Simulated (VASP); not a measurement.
# ZnS: single point with PBEsol

ZnS:

```
CELL_PARAMETERS angstrom
4.08909 0.00000 0.00000
-2.04454 3.54125 0.00000
0.00000 0.00000 5.94676
ATOMIC_POSITIONS crystal
Zn 0.33333 0.66667 0.00544
Zn 0.66667 0.33333 0.50544
S 0.33333 0.66667 0.37956
S 0.66667 0.33333 0.87956
```

- Program: VASP 6.6.1
- Task: single point
- Functional: PBEsol
- Potentials or basis: VASP PAW PBE potentials, release 64 (Zn, S)
- Cutoff: 520 eV
- k mesh: 9 × 9 × 6
- Occupations: gaussian, width 0.05 eV
- Spin: no spin polarisation

```
Pressure               : -5.1 GPa
Largest force          : 0.772 eV/Å
Band gap on the k mesh : 1.67 eV
```

Forces in eV/Å, atoms in the order of the input:
```
Zn   0.000  0.000 -0.772
Zn   0.000  0.000 -0.772
S    0.000  0.000  0.772
S    0.000  0.000  0.772
```

Stress tensor (GPa, compression positive):
```
-9.74  0.00  0.00
 0.00 -9.74  0.00
 0.00  0.00  4.28
```

Levels at points of the mesh, in eV from the valence-band top:
```
           k point  band 14  band 15  band 16  band 17  band 18  band 19  band 20  band 21  band 22  band 23
(0.00, 0.00, 0.00)    -1.21    -1.21    -0.08    -0.08     0.00     1.67     2.09     5.80     5.80     7.46
(0.00, 0.00, 0.50)    -2.52    -0.67    -0.67    -0.67    -0.67     2.92     2.92     6.25     6.25     6.25
```

Run time: 51 s on 1 thread of Intel(R) Xeon(R) 6975P-C (Granite Rapids), with other jobs on the host, peak memory 0.24 GiB.

Caveat: the cell stands under tension; the PAW data sets were made with another functional, which shifts forces and pressure a little. A hybrid or GW would open this gap; PBEsol tends to underestimate it.
